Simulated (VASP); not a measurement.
Here is a VASP 6.6.1 calculation.

Contents of INCAR:

```
ALGO     = Fast           # electronic algorithm
EDIFF    = 1E-7           # SCF threshold, eV
ENCUT    = 520            # plane-wave cutoff, eV
GGA      = PS             # functional
ISIF     = 2              # what is computed and relaxed
ISMEAR   = 0              # smearing method
LASPH    = T              # aspherical terms in the spheres
LCHARG   = F              # write CHGCAR
LREAL    = F              # projectors in reciprocal space
LWAVE    = F              # write WAVECAR
NBANDS   = 14             # bands
NELM     = 60             # most SCF steps
PREC     = Accurate       # precision mode
SIGMA    = 0.15           # smearing width, eV
```

The input KPOINTS:

```
k-points
0
Gamma
  21 21 12
```

File POSCAR:

```
TiAl
1.0
    3.0268746698      0.0000000000      0.0000000000
   -1.5134373349      2.6213503582      0.0000000000
    0.0000000000      0.0000000000      4.1977239328
Ti Al
1 1
Direct
    0.0000000000      0.0000000000      0.0000000000
    0.3333333333      0.6666666667      0.5000000000
```

Potentials or basis: VASP PAW PBE potentials, release 64 (Ti_sv, Al).

The run is started by

```console
$ cat potpaw_PBE.64/Ti_sv/POTCAR potpaw_PBE.64/Al/POTCAR > POTCAR
$ mpirun -np 1 vasp_std > vasp.out
```

(1) Estimate the pressure.

## Answers

(1) 0.4 GPa.

Caveat: the PAW data sets were made with another functional, which shifts forces and pressure a little.
